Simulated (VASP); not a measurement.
Write the native input for VASP 6.6.1 that does the following.

| Quantity | Value |
| --- | --- |
| Task | single point |
| Functional | HSE06 |
| Potentials or basis | VASP PAW PBE potentials, release 64 (Si) |
| Cutoff | 520 eV |
| k mesh | 6 × 6 × 4 |
| Occupations | gaussian, width 0.01 eV |
| Spin | no spin polarisation |
| Dipole correction | no |
| Grid for exact exchange (PRECFOCK) | Normal |
| Further INCAR settings | ALGO = Normal; EDIFF = 1e-06; NBANDS = 16 |
| Share of exact exchange | 0.25 |
| Screening parameter | 0.2079 1/Å |

Crystal: Si.

```
Si
1.0
     3.83212    0.00000    0.00000
    -1.91606    3.31871    0.00000
     0.00000    0.00000    6.34124
Si
4
Direct
  0.33333 0.66667 0.06306
  0.66667 0.33333 0.56306
  0.33333 0.66667 0.43694
  0.66667 0.33333 0.93694
```

This isn't the form of Si at room conditions, which is diamond.

The input as run:

POSCAR

```
Si
1.0
    3.8321168178      0.0000000000      0.0000000000
   -1.9160584089      3.3187105145      0.0000000000
    0.0000000000      0.0000000000      6.3412384215
Si
4
Direct
    0.3333333333      0.6666666667      0.0630612420
    0.6666666667      0.3333333333      0.5630612420
    0.3333333333      0.6666666667      0.4369387580
    0.6666666667      0.3333333333      0.9369387580
```

INCAR.step1

```
PREC = Accurate
ENCUT = 520
EDIFF = 1E-5
ISMEAR = 0
SIGMA = 0.01
LREAL = F
LASPH = T
NELM = 60
ALGO = Normal
ISIF = 2
LWAVE = T
LCHARG = F
NBANDS = 16
GGA = PE
```

INCAR.step2

```
PREC = Accurate
ENCUT = 520
EDIFF = 1E-6
ISMEAR = 0
SIGMA = 0.01
LREAL = F
LASPH = T
NELM = 60
ALGO = Normal
ISIF = 2
LWAVE = F
LCHARG = F
GGA = PE
LHFCALC = T
HFSCREEN = 0.2079
PRECFOCK = Normal
NBANDS = 16
ISTART = 1
```

KPOINTS

```
regular mesh
0
Gamma
  6 6 4
```

Potentials or basis: VASP PAW PBE potentials, release 64 (Si).

Command:

```console
$ cat potpaw_PBE.64/Si/POTCAR > POTCAR
$ cp INCAR.step1 INCAR
$ mpirun -np 1 vasp_std > vasp.out
$ cp INCAR.step2 INCAR
$ mpirun -np 1 vasp_std > vasp.out
```

It gave:

```yaml
Pressure: -0.5 GPa
Largest_force: 0.020 eV/Å
Band_gap_on_the_k_mesh: 0.98 eV (least direct gap 1.71 eV)
```

Caveat: the PAW data sets were made with another functional, which shifts forces and pressure a little.

It took 86 min on 1 thread of Oxide Virtual Turin-like Processor (shared host), peak memory 0.29 GiB.
